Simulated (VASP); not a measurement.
# Si (Fd-3m) in VASP: a series of runs

Runs on Si. Level: r2SCAN. Tasks: single point, relaxation of cell and atoms.

All numbers are computed with VASP 6.6.1; they aren't measurements. Logs are shortened: lines on timing, memory, paths and dates and some standing lists are left out, and cuts for length are marked.

**1. The cell of the first run**

It takes space group Fd-3m (No. 227, cubic). The conventional cell has a = 5.444 Å, b = 5.444 Å, c = 5.444 Å, α = 90.00°, β = 90.00°, γ = 90.00°. Within 3.1 Å of Si (site symmetry -43m) lie 4 Si at 2.36 Å.

**2. Single point, r2SCAN**

File POSCAR:

```
Si
1.0
    0.0000000000      2.7218511865      2.7218511865
    2.7218511865      0.0000000000      2.7218511865
    2.7218511865      2.7218511865      0.0000000000
Si
2
Direct
    0.2500000000      0.2500000000      0.2500000000
    0.0000000000      0.0000000000      0.0000000000
```

File INCAR.step1:

```
SYSTEM = Si
PREC = Accurate
ENCUT = 520
ISMEAR = 0
SIGMA = 0.02
LREAL = .False.
LASPH = .True.
NELM = 80
NBANDS = 11
GGA = PE
ALGO = Normal
EDIFF = 1E-4
LWAVE = .True.
LCHARG = .False.
```

File INCAR.step2:

```
SYSTEM = Si
PREC = Accurate
ENCUT = 520
EDIFF = 1E-6
ISMEAR = 0
SIGMA = 0.02
LREAL = .False.
LASPH = .True.
NELM = 80
ALGO = Normal
ISIF = 2
LWAVE = .False.
LCHARG = .False.
METAGGA = R2SCAN
LMIXTAU = .True.
NBANDS = 11
ISTART = 1
```

File KPOINTS:

```
Automatic mesh
0
Gamma
  8 8 8
  0 0 0
```

Potentials or basis: VASP PAW PBE potentials, release 64 (Si).

Command:

```console
cat potpaw_PBE.64/Si/POTCAR > POTCAR
cp INCAR.step1 INCAR
mpirun -np 1 vasp_std > vasp.out
cp INCAR.step2 INCAR
mpirun -np 1 vasp_std > vasp.out
```

OUTCAR:

```text
SYSTEM = Si
   PREC = Accurate
   ENCUT = 520
   EDIFF = 1E-6
   ISMEAR = 0
   LREAL = .False.
   LASPH = .True.
   NELM = 80
   ISIF = 2
   METAGGA = R2SCAN
   ISTART = 1

 ion  position               nearest neighbor table
   1  0.250  0.250  0.250-   2 2.36   2 2.36   2 2.36   2 2.36
   2  0.000  0.000  0.000-   1 2.36   1 2.36   1 2.36   1 2.36

  LATTYP: Found a face centered cubic cell.
 ALAT       =     5.4437023730

  Lattice vectors:

 A1 = (   0.0000000000,   2.7218511865,   2.7218511865)
 A2 = (   2.7218511865,   0.0000000000,   2.7218511865)
 A3 = (   2.7218511865,   2.7218511865,   0.0000000000)

Analysis of symmetry for initial positions (statically):
=====================================================================
 Subroutine PRICEL returns:
 Original cell was already a primitive cell.

 Routine SETGRP: Setting up the symmetry group for a
 face centered cubic supercell.

 Subroutine GETGRP returns: Found 48 space group operations
 (whereof 24 operations were pure point group operations)
 out of a pool of 48 trial point group operations.

The static configuration has the point symmetry T_d .
 The point group associated with its full space group is O_h .

Analysis of symmetry for dynamics (positions and initial velocities):
=====================================================================
 Subroutine PRICEL returns:
 Original cell was already a primitive cell.

 Routine SETGRP: Setting up the symmetry group for a
 face centered cubic supercell.

 Subroutine GETGRP returns: Found 48 space group operations
 (whereof 24 operations were pure point group operations)
 out of a pool of 48 trial point group operations.

The dynamic configuration has the point symmetry T_d .
 The point group associated with its full space group is O_h .

 Subroutine INISYM returns: Found 48 space group operations
 (whereof 24 operations are pure point group operations),
 and found     1 'primitive' translations

----------------------------------------------------------------------------------------

                                     Primitive cell

  volume of cell :      40.3295

  direct lattice vectors                    reciprocal lattice vectors
     0.000000000  2.721851186  2.721851186    -0.183698507  0.183698507  0.183698507
     2.721851186  0.000000000  2.721851186     0.183698507 -0.183698507  0.183698507
     2.721851186  2.721851186  0.000000000     0.183698507  0.183698507 -0.183698507

  length of vectors
     3.849278863  3.849278863  3.849278863     0.318175148  0.318175148  0.318175148
[... 90 lines left out ...]
   TEBEG  =    0.0;   TEEND  =   0.0 temperature during run
   PSTRESS=    0.0 pullay stress
   NELECT =       8.0000    total number of electrons
   NUPDOWN=      -1.0000    fix difference up-down
   EMIN   =  10.00;   EMAX   =-10.00  energy-range for DOS
   EFERMI =   0.00;   METHOD = LEGACY
   ISMEAR =     0;   SIGMA  =   0.02  broadening in eV -4-tet -1-fermi 0-gaus
   EFERMI_NEDOS =   21; number of points for ismear=-14 and -15
   IALGO  =     38    algorithm
   IMIX   =      4    mixing-type and parameters
     AMIX     =   0.40;   BMIX     =  1.00
     AMIX_MAG =   1.60;   BMIX_MAG =  1.00
  volume/ion in A,a.u.               =      20.16       136.08
  Fermi-wavevector in a.u.,A,eV,Ry     =   0.954766  1.804247 12.402783  0.911579
  Thomas-Fermi vector in A             =   2.083543
   LORBIT       =      0    0 simple, 1 ext, 2 COOP (PROOUT), +10 PAW based schemes
   METAGGA = R2SCAN    functional components
   LHFCALC =     F    Hartree Fock is set to
   AEXX    =    0.0000 exact exchange contribution
   IVDW    =     0    specifies the selected vdW correction
   LEPSILON=     F    determine dielectric tensor
   LRPA    =     F    only Hartree local field effects (RPA)
 non-spin polarized calculation
 Gauss-broadening in eV      SIGMA  =   0.02
  energy-cutoff  :      520.00
  volume of cell :       40.33
 maximum number of plane-waves:      1106
 NGX is ok and might be reduce to    30
   NGX = 15   NGY = 15   NGZ = 15

 number of electron       8.0000001 magnetization

 Free energy of the ion-electron system (eV)
  ---------------------------------------------------
  ext. energy  EPLUGINS =         0.00000000
  ---------------------------------------------------
  free energy    TOTEN  =       -17.54715676 eV

  energy without entropy =      -17.54715676  energy(sigma->0) =      -17.54715676

 E-fermi :   5.8230     XC(G=0):  -9.8258

 val. band max:        5.6661264995   @ k =   0.0000   0.0000   0.0000
 cond. band min:       6.4913618466   @ k =   0.3750   0.3750   0.0000
 fundamental gap:      0.8252353471
 Fermi energy:         5.8230458067

 k-point     1 :       0.0000    0.0000    0.0000
  band No.  band energies     occupation
      1      -6.8091      2.00000
      2       5.6661      2.00000
      3       5.6661      2.00000
      4       5.6661      2.00000
      5       8.4211      0.00000
      6       8.4211      0.00000
      7       8.4211      0.00000
      8       9.5670      0.00000
      9      13.7888      0.00000
     10      13.7888      0.00000
     11      14.3354      0.00000
[... 309 lines left out ...]
 k-point    24 :      -0.3750    0.2500    0.1250
  band No.  band energies     occupation
      1      -3.8095      2.00000
      2      -1.3808      2.00000
      3       2.0982      2.00000
      4       3.4122      2.00000
      5       9.0439      0.00000
      6       9.0780      0.00000
      7      11.9850      0.00000
      8      13.2568      0.00000
      9      13.5760      0.00000
     10      16.8970      0.00000
     11      18.0954      0.00000

 [... further k-points ...]

------------------------ aborting loop because EDIFF is reached ----------------------------------------

  FORCE on cell =-STRESS in cart. coord.  units (eV):
  Direction    XX          YY          ZZ          XY          YZ          ZX
  --------------------------------------------------------------------------------------
  -------------------------------------------------------------------------------------
  Total       -0.0508172     -0.0508172     -0.0508172     -0.0000000      0.0000000     -0.0000000
  in kB       -2.0188234     -2.0188234     -2.0188234     -0.0000000      0.0000000     -0.0000000
  external PRESSURE =      -2.0188234 kB  Pullay stress =       0.0000000 kB

 VOLUME and BASIS-vectors are now :
 -----------------------------------------------------------------------------
  energy-cutoff  :      520.00
  volume of cell :       40.33
      direct lattice vectors                 reciprocal lattice vectors
     0.000000000  2.721851186  2.721851186    -0.183698507  0.183698507  0.183698507
     2.721851186  0.000000000  2.721851186     0.183698507 -0.183698507  0.183698507
     2.721851186  2.721851186  0.000000000     0.183698507  0.183698507 -0.183698507

 POSITION                                       TOTAL-FORCE (eV/Angst)
 -----------------------------------------------------------------------------------
      1.36093      1.36093      1.36093         0.000000      0.000000      0.000000
      0.00000      0.00000      0.00000        -0.000000     -0.000000     -0.000000
 -----------------------------------------------------------------------------------
    total drift:                               -0.000000     -0.000000     -0.000000

  FREE ENERGIE OF THE ION-ELECTRON SYSTEM (eV)
  ---------------------------------------------------
  free  energy   TOTEN  =       -17.5471567572 eV

  energy  without entropy=      -17.5471567572  energy(sigma->0) =      -17.54715676
```

OUTCAR.step1:

```text
SYSTEM = Si
   PREC = Accurate
   ENCUT = 520
   ISMEAR = 0
   LREAL = .False.
   LASPH = .True.
[... 560 lines left out ...]
      1.36093      1.36093      1.36093         0.000000      0.000000      0.000000
      0.00000      0.00000      0.00000        -0.000000      0.000000     -0.000000
 -----------------------------------------------------------------------------------
    total drift:                               -0.000000     -0.000000     -0.000000

  FREE ENERGIE OF THE ION-ELECTRON SYSTEM (eV)
  ---------------------------------------------------
  free  energy   TOTEN  =       -10.8438851716 eV

  energy  without entropy=      -10.8438851716  energy(sigma->0) =      -10.84388517
```

OSZICAR.step1:

```text
N       E                     dE             d eps       ncg     rms          rms(c)
DAV:   1     0.612665113462E+01    0.61267E+01   -0.32804E+03   638   0.568E+02
DAV:   2    -0.104919532212E+02   -0.16619E+02   -0.16051E+02   886   0.835E+01
DAV:   3    -0.110167259071E+02   -0.52477E+00   -0.52296E+00   826   0.122E+01
DAV:   4    -0.110205406326E+02   -0.38147E-02   -0.38144E-02   770   0.126E+00
DAV:   5    -0.110205740624E+02   -0.33430E-04   -0.33429E-04   788   0.111E-01    0.484E+00
DAV:   6    -0.108984220611E+02    0.12215E+00   -0.69479E-02   719   0.108E+00    0.295E+00
DAV:   7    -0.108423785472E+02    0.56044E-01   -0.13436E-01   707   0.162E+00    0.178E-01
DAV:   8    -0.108436513023E+02   -0.12728E-02   -0.58963E-03   731   0.414E-01    0.802E-02
DAV:   9    -0.108438606176E+02   -0.20932E-03   -0.20168E-04   786   0.867E-02    0.590E-02
DAV:  10    -0.108438851716E+02   -0.24554E-04   -0.20357E-05   446   0.265E-02
   1 F= -.10843885E+02 E0= -.10843885E+02  d E =-.194598E-20
```

Wall time 60 s (1 thread of Intel Xeon Platinum 8259CL at 2.50GHz (Skylake/Cascade Lake), shared host); peak memory 0.16 GiB.

Results:

* Free energy: -17.5472 eV
* Pressure: -0.2 GPa
* Band gap on the k mesh: 0.83 eV (least direct gap 2.75 eV)

Levels at points of the mesh, in eV from the valence-band top:
| k point | band 1 | band 2 | band 3 | band 4 | band 5 | band 6 | band 7 | band 8 |
| --- | --- | --- | --- | --- | --- | --- | --- | --- |
| (0.00, 0.00, 0.00) | -12.48 | 0.00 | 0.00 | 0.00 | 2.75 | 2.75 | 2.75 | 3.90 |
| (0.50, 0.00, 0.00) | -10.04 | -7.23 | -1.27 | -1.27 | 1.86 | 3.59 | 3.59 | 8.33 |
| (0.50, 0.50, 0.00) | -8.13 | -8.13 | -2.99 | -2.99 | 0.93 | 0.93 | 10.82 | 10.82 |

Caveat: the PAW data sets were made with another functional, which shifts forces and pressure a little. A k mesh can miss the band edges.

**3. Relaxation of cell and atoms, r2SCAN**

POSCAR is that of step 2.

File INCAR.step1:

```
PREC = Accurate
ENCUT = 600
ISMEAR = 0
SIGMA = 0.02
LREAL = F
LASPH = T
NELM = 60
GGA = PE
ALGO = Normal
EDIFF = 1E-4
LWAVE = T
LCHARG = F
```

File INCAR.step2:

```
PREC = Accurate
ENCUT = 600
EDIFF = 1E-6
ISMEAR = 0
SIGMA = 0.02
LREAL = F
LASPH = T
NELM = 60
ALGO = Normal
ISIF = 3
LWAVE = F
LCHARG = F
METAGGA = R2SCAN
LMIXTAU = T
IBRION = 2
NSW = 100
EDIFFG = -0.01
ISTART = 1
```

File KPOINTS:

```
regular mesh
0
Gamma
  8 8 8
```

Potentials or basis: VASP PAW PBE potentials, release 64 (Si).

Command:

```console
cat potpaw_PBE.64/Si/POTCAR > POTCAR
cp INCAR.step1 INCAR
mpirun -np 1 vasp_std > vasp.out
cp INCAR.step2 INCAR
mpirun -np 1 vasp_std > vasp.out
```

OUTCAR:

```text
PREC = Accurate
   ENCUT = 600
   EDIFF = 1E-6
   ISMEAR = 0
   LREAL = F
   LASPH = T
   NELM = 60
   ISIF = 3
   METAGGA = R2SCAN
   IBRION = 2
   NSW = 100
   EDIFFG = -0.01
   ISTART = 1

 ion  position               nearest neighbor table
   1  0.250  0.250  0.250-   2 2.36   2 2.36   2 2.36   2 2.36
   2  0.000  0.000  0.000-   1 2.36   1 2.36   1 2.36   1 2.36

  LATTYP: Found a face centered cubic cell.
 ALAT       =     5.4437023730

  Lattice vectors:

 A1 = (   0.0000000000,   2.7218511865,   2.7218511865)
 A2 = (   2.7218511865,   0.0000000000,   2.7218511865)
 A3 = (   2.7218511865,   2.7218511865,   0.0000000000)

Analysis of symmetry for initial positions (statically):
[... 262 lines left out ...]
 fundamental gap:      0.8219650111
 Fermi energy:         5.8118195214

 k-point     1 :       0.0000    0.0000    0.0000
  band No.  band energies     occupation
      1      -6.8029      2.00000
      2       5.6872      2.00000
      3       5.6872      2.00000
      4       5.6872      2.00000
      5       8.4431      0.00000
      6       8.4431      0.00000
      7       8.4431      0.00000
      8       9.6139      0.00000
[... 243 lines left out ...]
 k-point    24 :      -0.3750    0.2500    0.1250
  band No.  band energies     occupation
      1      -3.7969      2.00000
      2      -1.3677      2.00000
      3       2.1132      2.00000
      4       3.4286      2.00000
      5       9.0697      0.00000
      6       9.0977      0.00000
      7      12.0128      0.00000
      8      13.2838      0.00000

 [... further k-points ...]

------------------------ aborting loop because EDIFF is reached ----------------------------------------

  FORCE on cell =-STRESS in cart. coord.  units (eV):
  Direction    XX          YY          ZZ          XY          YZ          ZX
  --------------------------------------------------------------------------------------
  -------------------------------------------------------------------------------------
  Total        0.0003025      0.0003025      0.0003025     -0.0000000     -0.0000000      0.0000000
  in kB        0.0120407      0.0120407      0.0120407     -0.0000000     -0.0000000      0.0000000
  external PRESSURE =       0.0120407 kB  Pullay stress =       0.0000000 kB
[... 17 lines left out ...]
  FREE ENERGIE OF THE ION-ELECTRON SYSTEM (eV)
  ---------------------------------------------------
  free  energy   TOTEN  =       -17.5468938087 eV

  energy  without entropy=      -17.5468938087  energy(sigma->0) =      -17.54689381

 reached required accuracy - stopping structural energy minimisation
```

It took 79 s on 1 thread of Intel Xeon Platinum 8259CL at 2.50GHz (Skylake/Cascade Lake), shared host; peak memory 0.18 GiB.

Results:

- Free energy: -17.5469 eV
- Relaxed volume: 20.12 Å³/atom
- Relaxed cell: a = 3.847 Å, b = 3.847 Å, c = 3.847 Å, α = 60.00°, β = 60.00°, γ = 60.00°
- Space group after relaxing (to 0.1 Å): Fd-3m (No. 227)
- Energy gained by relaxing: 0.0 meV/atom
- Ionic steps: 3
- Pressure after relaxing: 0.0 GPa
- Band gap on the k mesh: 0.82 eV (least direct gap 2.76 eV)

Final structure:
```
Si
1.0
     0.00000    2.71995    2.71995
     2.71995    0.00000    2.71995
     2.71995    2.71995    0.00000
Si
2
Direct
  0.25000 0.25000 0.25000
  0.00000 0.00000 0.00000
```

Caveat: the PAW data sets were made with another functional, which shifts forces and pressure a little.
